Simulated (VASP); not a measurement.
In3As, 4 atoms in the cell. The structure is cubic, space group Pm-3m (No. 221). The conventional cell has a = 4.590 Å, b = 4.590 Å, c = 4.590 Å, α = 90.00°, β = 90.00°, γ = 90.00°. Within 4.3 Å of In (site symmetry 4/mmm) lie 8 In at 3.25 Å and 4 As at 3.25 Å. Within 4.3 Å of As (site symmetry m-3m) lie 12 In at 3.25 Å. 

| Quantity | Value |
| --- | --- |
| Program | VASP 6.6.1 |
| Task | single point |
| Functional | PBEsol |
| Potentials or basis | VASP PAW PBE potentials, release 64 (In_d, As) |
| Cutoff | 520 eV |
| k mesh | 6 × 6 × 6 |
| Occupations | fermi-dirac, width 0.05 eV |
| Spin | no spin polarisation |
| Dipole correction | no |
| Further INCAR settings | ALGO = Fast; EDIFF = 1e-06; NBANDS = 30 |

Potentials or basis: VASP PAW PBE potentials, release 64 (In_d, As).

Command:

```bash
$ cat potpaw_PBE.64/In_d/POTCAR potpaw_PBE.64/As/POTCAR > POTCAR
$ mpirun -np 1 vasp_std > vasp.out
```

Hardware: 1 thread of Intel(R) Xeon(R) Platinum 8488C (Sapphire Rapids), with other jobs on the host.

Problem. How long does it take, and how much memory?

Solution. Run time: 53 s on 1 thread of Intel(R) Xeon(R) Platinum 8488C (Sapphire Rapids), with other jobs on the host, peak memory 0.22 GiB. Counts: scf iterations 15, k points 20.
